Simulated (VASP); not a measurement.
# TiBMoC2 (P6mm) in VASP: notebook

The runs below take TiBMoC2 through single point, relaxation of cell and atoms, with PBE.

Everything below comes from runs of VASP 6.6.1. Logs are shortened: lines on timing, memory, paths and dates and some standing lists are left out, and cuts for length are marked.

**1. The cell of the first run**

Symmetry: P6mm, No. 183, hexagonal system. The conventional cell has a = 2.611 Å, b = 2.611 Å, c = 10.139 Å, α = 90.00°, β = 90.00°, γ = 120.00°. Within 3.2 Å of Ti (site symmetry 6mm) lie 6 C at 2.45 Å and 1 Mo at 2.59 Å and 6 Ti at 2.61 Å. B (site symmetry 6mm) has 1 Mo at 2.18 Å and 6 B at 2.61 Å within 2.9 Å. Mo (site symmetry 6mm) has 1 B at 2.18 Å and 1 Ti at 2.59 Å and 6 Mo at 2.61 Å within 2.9 Å. Within 2.0 Å of C (site symmetry 3m) lie 3 C at 1.51 Å.

The cell was generated, and may not be a known phase.

**2. Single point, PBE**

INCAR reads:

```
PREC     = Accurate       # precision mode
ENCUT    = 520            # plane-wave cutoff, eV
EDIFF    = 1E-6           # SCF threshold, eV
ISMEAR   = 0              # smearing method
SIGMA    = 0.1            # smearing width, eV
LREAL    = False          # projectors in reciprocal space
LASPH    = True           # aspherical terms in the spheres
NELM     = 60             # most SCF steps
ALGO     = Normal         # electronic algorithm
ISIF     = 2              # what is computed and relaxed
LWAVE    = False          # write WAVECAR
LCHARG   = True           # write CHGCAR
GGA      = PE             # functional
LELF     = True           # ELF
LVHAR    = True         
NBANDS   = 26             # bands
```

KPOINTS reads:

```
Automatic mesh
0
Gamma
  18 18 4
```

POSCAR reads:

```
TiBMoC2
1.0
    2.6111181956      0.0000000000      0.0000000000
   -1.3055590978      2.2612946897      0.0000000000
    0.0000000000      0.0000000000     10.1393446572
Ti B Mo C
1 1 1 2
Direct
    0.0000000000      0.0000000000      0.2220313560
    0.0000000000      0.0000000000      0.6927784786
    0.0000000000      0.0000000000      0.4779298041
    0.3333333333      0.6666666667      1.0310869106
    0.6666666667      0.3333333333      1.0310869106
```

Potentials or basis: VASP PAW PBE potentials, release 64 (Ti_sv, B, Mo_sv, C).

Run with:

```
$ cat potpaw_PBE.64/Ti_sv/POTCAR potpaw_PBE.64/B/POTCAR potpaw_PBE.64/Mo_sv/POTCAR potpaw_PBE.64/C/POTCAR > POTCAR
$ mpirun -np 1 vasp_std > vasp.out
```

OUTCAR:

```text
PREC = Accurate
   ENCUT = 520
   EDIFF = 1E-6
   ISMEAR = 0
   LREAL = False
   LASPH = True
   NELM = 60
   ISIF = 2
   GGA = PE

 ion  position               nearest neighbor table
   1  0.000  0.000  0.222-   4 2.45   5 2.45   5 2.45   4 2.45   5 2.45   4 2.45   3 2.59
   2  0.000  0.000  0.693-   3 2.18
   3  0.000  0.000  0.478-   2 2.18   1 2.59
   4  0.333  0.667  0.031-   5 1.51   5 1.51   5 1.51   1 2.45   1 2.45   1 2.45
   5  0.667  0.333  0.031-   4 1.51   4 1.51   4 1.51   1 2.45   1 2.45   1 2.45

  LATTYP: Found a hexagonal cell.
 ALAT       =     2.6111181956
 C/A-ratio  =     3.8831427372

  Lattice vectors:

 A1 = (   2.6111181956,   0.0000000000,   0.0000000000)
 A2 = (  -1.3055590978,   2.2612946897,   0.0000000000)
 A3 = (   0.0000000000,   0.0000000000,  10.1393446572)

Analysis of symmetry for initial positions (statically):
=====================================================================
 Subroutine PRICEL returns:
 Original cell was already a primitive cell.

 Routine SETGRP: Setting up the symmetry group for a
 hexagonal supercell.

 Subroutine GETGRP returns: Found 12 space group operations
 (whereof 12 operations were pure point group operations)
 out of a pool of 24 trial point group operations.

The static configuration has the point symmetry C_6v.

Analysis of symmetry for dynamics (positions and initial velocities):
=====================================================================
 Subroutine PRICEL returns:
 Original cell was already a primitive cell.

 Routine SETGRP: Setting up the symmetry group for a
 hexagonal supercell.

 Subroutine GETGRP returns: Found 12 space group operations
 (whereof 12 operations were pure point group operations)
 out of a pool of 24 trial point group operations.

The dynamic configuration has the point symmetry C_6v.

 Subroutine INISYM returns: Found 12 space group operations
 (whereof 12 operations are pure point group operations),
 and found     1 'primitive' translations

----------------------------------------------------------------------------------------

                                     Primitive cell

  volume of cell :      59.8678

  direct lattice vectors                    reciprocal lattice vectors
     2.611118196  0.000000000  0.000000000     0.382977684  0.221112269  0.000000000
    -1.305559098  2.261294690  0.000000000     0.000000000  0.442224538  0.000000000
     0.000000000  0.000000000 10.139344657     0.000000000  0.000000000  0.098625704

  length of vectors
     2.611118196  2.611118196 10.139344657     0.442224538  0.442224538  0.098625704

  position of ions in fractional coordinates (direct lattice)
     0.000000000  0.000000000  0.222031356
     0.000000000  0.000000000  0.692778479
     0.000000000  0.000000000  0.477929804
     0.333333333  0.666666667  0.031086911
     0.666666667  0.333333333  0.031086911

  ion indices of the primitive-cell ions
   primitive index   ion index
                 1           1
                 2           2
                 3           3
                 4           4
                 5           5

----------------------------------------------------------------------------------------

 KPOINTS: Automatic mesh

Automatic generation of k-mesh.
 Grid dimensions read from file:
 generate k-points for:   18   18    4

 Generating k-lattice:

  Cartesian coordinates                     Fractional coordinates (reciprocal lattice)
     0.021276538  0.012284015  0.000000000     0.055555556  0.000000000  0.000000000
     0.000000000  0.024568030  0.000000000     0.000000000  0.055555556  0.000000000
     0.000000000  0.000000000  0.024656426     0.000000000  0.000000000  0.250000000

  Length of vectors
     0.024568030  0.024568030  0.024656426

  Shift w.r.t. Gamma in fractional coordinates (k-lattice)
     0.000000000  0.000000000  0.000000000

 Subroutine IBZKPT returns following result:
 ===========================================

 Found    111 irreducible k-points:

 Following reciprocal coordinates:
            Coordinates               Weight
  0.000000  0.000000  0.000000      1.000000
  0.055556  0.000000  0.000000      6.000000
  0.111111  0.000000  0.000000      6.000000
  0.166667  0.000000  0.000000      6.000000
  0.222222  0.000000  0.000000      6.000000
  0.277778  0.000000  0.000000      6.000000
[... 16 lines left out ...]
  0.333333  0.111111  0.000000     12.000000
  0.388889  0.111111  0.000000     12.000000
 [... further k-points ...]
   k-points           NKPTS =    111   k-points in BZ     NKDIM =    111   number of bands    NBANDS=     26
   number of dos      NEDOS =    301   number of ions     NIONS =      5
   total plane-waves  NPLWV =  32000
   dimension x,y,z NGX =    20 NGY =   20 NGZ =   80
   dimension x,y,z NGXF=    40 NGYF=   40 NGZF=  160
   ions per type =               1   1   1   2
   NGX,Y,Z   is equivalent  to a cutoff of  12.73, 12.73, 13.12 a.u.
   NGXF,Y,Z  is equivalent  to a cutoff of  25.47, 25.47, 26.23 a.u.
 SYSTEM =  unknown system
   PREC   = accura    normal or accurate (medium, high low for compatibility)
   ISTART =      0    job   : 0-new  1-cont  2-samecut
   ICHARG =      2    charge: 1-file 2-atom 10-const
   ISPIN  =      1    spin polarized calculation?
   LNONCOLLINEAR =      F non collinear calculations
   LSORBIT =      F    spin-orbit coupling
   LASPH  =      T    aspherical Exc in radial PAW
   ENCUT  =  520.0 eV  38.22 Ry    6.18 a.u.   4.85  4.85 18.85*2*pi/ulx,y,z
   NELM   =     60;   NELMIN=  2; NELMDL= -5     # of ELM steps
   EDIFF  = 0.1E-05   stopping-criterion for ELM
   LREAL  =      F    real-space projection
   EDIFFG = 0.1E-04   stopping-criterion for IOM
   NSW    =      0    number of steps for IOM
   IBRION =     -1    ionic relax: 0-MD 1-quasi-New 2-CG
   NFREE  =      0    steps in history (QN), initial steepest desc. (CG)
   ISIF   =      2    stress and relaxation
   ISYM   =      2    0-nonsym 1-usesym 2-fastsym
   POTIM  = 0.5000    time-step for ionic-motion
   TEBEG  =    0.0;   TEEND  =   0.0 temperature during run
   PSTRESS=    0.0 pullay stress
   NELECT =      37.0000    total number of electrons
   NUPDOWN=      -1.0000    fix difference up-down
   EMIN   =  10.00;   EMAX   =-10.00  energy-range for DOS
   EFERMI =   0.00;   METHOD = LEGACY
   ISMEAR =     0;   SIGMA  =   0.10  broadening in eV -4-tet -1-fermi 0-gaus
   EFERMI_NEDOS =   21; number of points for ismear=-14 and -15
   IALGO  =     38    algorithm
   IMIX   =      4    mixing-type and parameters
     AMIX     =   0.40;   BMIX     =  1.00
     AMIX_MAG =   1.60;   BMIX_MAG =  1.00
  volume/ion in A,a.u.               =      11.97        80.80
  Fermi-wavevector in a.u.,A,eV,Ry     =   1.394475  2.635177 26.457370  1.944562
  Thomas-Fermi vector in A             =   2.518021
   LORBIT       =      0    0 simple, 1 ext, 2 COOP (PROOUT), +10 PAW based schemes
   GGA     = PE    functional components
   LHFCALC =     F    Hartree Fock is set to
   AEXX    =    0.0000 exact exchange contribution
   IVDW    =     0    specifies the selected vdW correction
   LEPSILON=     F    determine dielectric tensor
   LRPA    =     F    only Hartree local field effects (RPA)
 non-spin polarized calculation
 Gauss-broadening in eV      SIGMA  =   0.10
  energy-cutoff  :      520.00
  volume of cell :       59.87
 maximum number of plane-waves:      1647
 NGX is ok and might be reduce to    20
   NGX =  9   NGY =  9   NGZ = 37

 number of electron      37.0000004 magnetization

 Free energy of the ion-electron system (eV)
  ---------------------------------------------------
  ext. energy  EPLUGINS =         0.00000000
  ---------------------------------------------------
  free energy    TOTEN  =       -39.13469530 eV

  energy without entropy =      -39.12207381  energy(sigma->0) =      -39.12838455

 E-fermi :   7.9973     XC(G=0): -11.5127

 val. band max:        7.9899323693   @ k =   0.2222   0.0000   0.5000
 cond. band min:       8.0142759939   @ k =   0.2222   0.0000   0.2500
 fundamental gap:      0.0243436246
 Fermi energy:         7.9972962639

 k-point     1 :       0.0000    0.0000    0.0000
  band No.  band energies     occupation
      1     -52.9085      2.00000
      2     -48.9041      2.00000
      3     -27.1370      2.00000
      4     -25.8761      2.00000
      5     -25.8761      2.00000
      6     -25.2900      2.00000
[... 18 lines left out ...]
     25      11.1289      0.00000
     26      13.7718      0.00000

 k-point     2 :       0.0556    0.0000    0.0000
  band No.  band energies     occupation
      1     -52.8976      2.00000
      2     -48.8959      2.00000
      3     -27.1269      2.00000
      4     -25.9415      2.00000
      5     -25.8906      2.00000
      6     -25.2821      2.00000
[... 18 lines left out ...]
     25      11.1307      0.00000
     26      13.6945      0.00000

 k-point     3 :       0.1111    0.0000    0.0000
  band No.  band energies     occupation
      1     -52.8662      2.00000
      2     -48.8721      2.00000
      3     -27.0977      2.00000
      4     -26.1277      2.00000
      5     -25.9321      2.00000
      6     -25.2593      2.00000
[... 18 lines left out ...]
     25      11.1289      0.00000
     26      13.3984      0.00000

 k-point     4 :       0.1667    0.0000    0.0000
  band No.  band energies     occupation
      1     -52.8178      2.00000
      2     -48.8354      2.00000
      3     -27.0527      2.00000
      4     -26.4069      2.00000
      5     -25.9951      2.00000
      6     -25.2245      2.00000
[... 18 lines left out ...]
     25      11.0982      0.00000
     26      12.9909      0.00000

 k-point     5 :       0.2222    0.0000    0.0000
  band No.  band energies     occupation
      1     -52.7577      2.00000
      2     -48.7901      2.00000
      3     -26.9971      2.00000
      4     -26.7404      2.00000
      5     -26.0715      2.00000
      6     -25.1833      2.00000
[... 18 lines left out ...]
     25      11.0279      0.00000
     26      12.4870      0.00000

 k-point     6 :       0.2778    0.0000    0.0000
  band No.  band energies     occupation
      1     -52.6931      2.00000
      2     -48.7413      2.00000
      3     -27.0856      2.00000
      4     -26.9372      2.00000
      5     -26.1518      2.00000
      6     -25.2400      2.00000
[... 427 lines left out ...]
 k-point    21 :       0.2222    0.1111    0.0000
  band No.  band energies     occupation
      1     -52.6731      2.00000
      2     -48.7263      2.00000
      3     -27.1185      2.00000
      4     -26.9188      2.00000
      5     -26.2562      2.00000
      6     -25.2611      2.00000
[... 18 lines left out ...]
     25      11.4282      0.00000
     26      12.0212      0.00000

 k-point    22 :       0.2778    0.1111    0.0000
  band No.  band energies     occupation
      1     -52.6152      2.00000
      2     -48.6828      2.00000
      3     -27.3912      2.00000
      4     -26.8655      2.00000
      5     -26.3531      2.00000
      6     -25.4449      2.00000
[... 18 lines left out ...]
     25      11.5644      0.00000
     26      12.2904      0.00000

 k-point    23 :       0.3333    0.1111    0.0000
  band No.  band energies     occupation
      1     -52.5674      2.00000
      2     -48.6470      2.00000
      3     -27.6098      2.00000
      4     -26.8216      2.00000
      5     -26.4312      2.00000
      6     -25.5947      2.00000
[... 18 lines left out ...]
     25      11.2849      0.00000
     26      12.8689      0.00000

 k-point    24 :       0.3889    0.1111    0.0000
  band No.  band energies     occupation
      1     -52.5361      2.00000
      2     -48.6235      2.00000
      3     -27.7508      2.00000
      4     -26.7928      2.00000
      5     -26.4817      2.00000
      6     -25.6917      2.00000
[... 18 lines left out ...]
     25      11.3799      0.00000
     26      12.9575      0.00000

 [... further k-points ...]

------------------------ aborting loop because EDIFF is reached ----------------------------------------

  FORCE on cell =-STRESS in cart. coord.  units (eV):
  Direction    XX          YY          ZZ          XY          YZ          ZX
  --------------------------------------------------------------------------------------
  -------------------------------------------------------------------------------------
  Total        0.1224874      0.1224874      0.0857049      0.0000000      0.0000000      0.0000000
  in kB        3.2779956      3.2779956      2.2936269      0.0000000      0.0000000      0.0000000
  external PRESSURE =       2.9498727 kB  Pullay stress =       0.0000000 kB

 VOLUME and BASIS-vectors are now :
 -----------------------------------------------------------------------------
  energy-cutoff  :      520.00
  volume of cell :       59.87
      direct lattice vectors                 reciprocal lattice vectors
     2.611118196  0.000000000  0.000000000     0.382977684  0.221112269  0.000000000
    -1.305559098  2.261294690  0.000000000     0.000000000  0.442224538  0.000000000
     0.000000000  0.000000000 10.139344657     0.000000000  0.000000000  0.098625704

 POSITION                                       TOTAL-FORCE (eV/Angst)
 -----------------------------------------------------------------------------------
      0.00000      0.00000      2.25125         0.000000     -0.000000      0.007868
      0.00000      0.00000      7.02432         0.000000     -0.000000      0.014402
      0.00000      0.00000      4.84590         0.000000     -0.000000     -0.007483
     -0.00000      1.50753      0.31520        -0.000000      0.000000     -0.007393
      1.30556      0.75376      0.31520         0.000000     -0.000000     -0.007393
 -----------------------------------------------------------------------------------
    total drift:                               -0.000000     -0.000000     -0.000550

  FREE ENERGIE OF THE ION-ELECTRON SYSTEM (eV)
  ---------------------------------------------------
  free  energy   TOTEN  =       -39.1346952952 eV

  energy  without entropy=      -39.1220738096  energy(sigma->0) =      -39.12838455
```

Wall time 5.8 min (1 thread of Intel Xeon 8259CL, shared host); peak memory 0.33 GiB.

Results:

| Quantity | Value |
| --- | --- |
| Free energy | -39.1347 eV |
| Pressure | 0.3 GPa |
| Largest force | 0.014 eV/Å |
| Band gap on the k mesh | zero (an odd number of electrons rules out a gap without spin polarisation) |

Forces in eV/Å, atoms in the order of the input:
```
Ti   0.000  0.000  0.008
B    0.000  0.000  0.014
Mo   0.000  0.000 -0.007
C    0.000  0.000 -0.007
C    0.000  0.000 -0.007
```

Stress tensor (GPa, compression positive):
```
0.33 0.00 0.00
0.00 0.33 0.00
0.00 0.00 0.23
```

Caveat: this functional lacks dispersion, which binds layers or chains, so the pressure and a relaxed spacing across them are unreliable; an odd number of electrons without spin polarisation forces a metal; a magnetic or distorted state may lie lower.

(Part 1 of 2 ends here.)

The gap in the log of VASP goes by the Fermi energy; the results here count the filled bands.